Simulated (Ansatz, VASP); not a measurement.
ScAl3: VASP beside Ansatz

```xyz
4
Lattice="4.2198 0.0000 0.0000 0.0000 4.2198 0.0000 0.0000 0.0000 4.2198" Properties=species:S:1:pos:R:3 pbc="T T T"
Sc    0.0000    0.0000    0.0000
Al    2.1099    0.0000    2.1099
Al    0.0000    2.1099    2.1099
Al    2.1099    2.1099    0.0000
```

Alike in both runs: task single point; functional PBEsol; dispersion D3(BJ); k mesh 6 × 6 × 6; no spin polarisation.

|  | VASP | Ansatz |
| --- | --- | --- |
| version | VASP 6.6.1 | Ansatz 0.2.0 |
| potentials or method | VASP PAW PBE potentials, release 64 (Sc_sv, Al), cutoff 520 eV | plane waves, PAW |
| occupations | fermi-dirac, width 0.1 eV | fermi-dirac |
| valence electrons in the cell | 20 | 20 |

|  | VASP | Ansatz | Ansatz less VASP |
| --- | --- | --- | --- |
| pressure (GPa) | -10.6 | -10.6 | -0.06 |

VASP's potentials were made for PBE, not for PBEsol.
